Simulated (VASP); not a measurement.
Write the native input for VASP 6.6.1 that does the following.

```
Task                   : single point
Functional             : PBE
Potentials or basis    : VASP PAW PBE potentials, release 64 (Zr_sv, C)
Cutoff                 : 520 eV
k mesh                 : 18 × 18 × 18
Occupations            : gaussian, width 0.15 eV
Spin                   : no spin polarisation
Dipole correction      : no
Further INCAR settings : ALGO = Normal; EDIFF = 1e-06; NBANDS = 15
```

The structure of ZrC lies in POSCAR:

```
ZrC
1.0
    0.0000000000      2.3502100000      2.3502100000
    2.3502100000      0.0000000000      2.3502100000
    2.3502100000      2.3502100000      0.0000000000
Zr C
1 1
Direct
    0.4774347788      0.5000000000      0.5000000000
    0.0000000000      0.0000000000      0.0000000000
```

This cell differs from its parent crystal: all Zr atoms moved +0.075 Å, as atom 1 towards its neighbour atom 1 (Zr) at 3.324 Å.

These files were run (other wordings do the same):

INCAR

```
  ALGO = Normal
  EDIFF = 1E-6
  ENCUT = 520
  GGA = PE
  ISIF = 2
  ISMEAR = 0
  LASPH = True
  LCHARG = False
  LREAL = False
  LWAVE = False
  NBANDS = 15
  NELM = 60
  PREC = Accurate
  SIGMA = 0.15
```

KPOINTS

```
k-points
0
Gamma
  18 18 18
```

Potentials or basis: VASP PAW PBE potentials, release 64 (Zr_sv, C).

The run is started by

```bash
$ cat potpaw_PBE.64/Zr_sv/POTCAR potpaw_PBE.64/C/POTCAR > POTCAR
$ mpirun -np 1 vasp_std > vasp.out
```

Results of the run:

```yaml
Pressure: 1.9 GPa
Largest_force: 0.507 eV/Å
Band_gap_on_the_k_mesh: zero (bands 8 and 9 overlap by 1.04 eV)
```

Caveat: the cell differs from its parent crystal (all Zr atoms moved +0.075 Å, as atom 1 towards its neighbour atom 1 (Zr) at 3.324 Å).

Run time: 12 min on 1 thread of Intel Xeon 8259CL, with other jobs on the host, peak memory 0.45 GiB.
